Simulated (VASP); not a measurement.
Input of a VASP 6.6.1 run:

Contents of INCAR:

```
SYSTEM = MgO2
PREC = Accurate
ENCUT = 840
EDIFF = 1E-6
ISMEAR = 0
SIGMA = 0.05
LREAL = .FALSE.
LASPH = .TRUE.
NELM = 120
ALGO = Normal
ISIF = 2
LWAVE = .FALSE.
LCHARG = .FALSE.
GGA = PS
NBANDS = 18
GGA_COMPAT = .FALSE.
```

File KPOINTS:

```
regular mesh
0
G
  12 12 12
  0 0 0
```

Contents of POSCAR:

```
MgO2
1.0
    1.4763801347      0.8523884682      3.3542197199
   -1.4763801347      0.8523884682      3.3542197199
    0.0000000000     -1.7047769364      3.3542197199
Mg O
1 2
Direct
    0.0000000000      0.0000000000      0.0000000000
    0.4287860000      0.4287860000      0.4287860000
    0.5712140000      0.5712140000      0.5712140000
```

Potentials or basis: VASP PAW PBE potentials, release 64 (Mg_sv, O).

Run with:

```sh
$ cat potpaw_PBE.64/Mg_sv/POTCAR potpaw_PBE.64/O/POTCAR > POTCAR
$ mpirun -np 1 vasp_std > vasp.out
```

Task: Estimate the band gap on the k mesh.

Result: 2.82 eV.

Task: Predict the pressure.

Result: 31.3 GPa.

Task: Estimate the largest force.

Result: 0.392 eV/Å.

Forces in eV/Å, atoms in the order of the input:
```
Mg   0.000  0.000  0.000
O    0.000  0.000  0.392
O    0.000  0.000 -0.392
```

Caveat: the cell differs from its parent crystal (strain -0.080 along x and y, -0.040 along z); the cell stands under pressure; the PAW data sets were made with another functional, which shifts forces and pressure a little. A k mesh can miss the band edges.
